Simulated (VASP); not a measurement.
Input of a VASP 6.6.1 run:

The input INCAR:

```
SYSTEM = BiSb2O2
PREC     = Accurate       ! precision mode
ENCUT    = 600            ! plane-wave cutoff, eV
EDIFF    = 1E-6           ! SCF threshold, eV
ISMEAR   = 0              ! smearing method
SIGMA    = 0.1            ! smearing width, eV
LREAL    = .FALSE.        ! projectors in reciprocal space
LASPH    = .TRUE.         ! aspherical terms in the spheres
NELM     = 100            ! most SCF steps
ALGO     = Normal         ! electronic algorithm
ISIF     = 3              ! what is computed and relaxed
LWAVE    = .FALSE.        ! write WAVECAR
LCHARG   = .FALSE.        ! write CHGCAR
GGA      = PE             ! functional
IBRION   = 2              ! ionic algorithm
NSW      = 90             ! ionic steps
EDIFFG   = -0.04          ! ionic threshold
```

Contents of KPOINTS:

```
Automatic mesh
0
G
  4 4 4
  0 0 0
```

The input POSCAR:

```
BiSb2O2
1.0
    4.1656907300      0.0000000000      0.0000000000
    0.0000000000      4.1656907300      0.0000000000
    0.0000000000      0.0000000000      7.4495367900
Sb Bi O
2 1 2
Direct
    0.5000000000      0.5000000000      0.5000000000
    0.0000000000      0.0000000000      0.0000000000
    0.5000000000      0.5000000000      0.0000000000
    0.0000000000      0.0000000000      0.7898384100
    0.0000000000      0.0000000000      0.2101615900
```

Potentials or basis: VASP PAW PBE potentials, release 64 (Sb, Bi_d, O).

Run with:

```sh
$ cat potpaw_PBE.64/Sb/POTCAR potpaw_PBE.64/Bi_d/POTCAR potpaw_PBE.64/O/POTCAR > POTCAR
$ mpirun -np 1 vasp_std > vasp.out
```

(1) Estimate the relaxed cell.

(2) Estimate the relaxed volume.

(3) Predict the band gap on the k mesh.

(4) What does it give for the space group after relaxing (to 0.1 Å)?

Results:

(1) a = 4.169 Å, b = 4.169 Å, c = 6.471 Å, α = 90.00°, β = 90.00°, γ = 90.00°.

(2) 22.49 Å³/atom.

(3) zero (an odd number of electrons rules out a gap without spin polarisation).

(4) P4/mmm (No. 123).

Caveat: the k points lie up to 0.38 Å⁻¹ apart in the final cell, too coarse for converged energies and pressures of a metal; spin-orbit coupling is left out, which moves the levels of the heavy elements; an odd number of electrons without spin polarisation forces a metal; a magnetic or distorted state may lie lower.
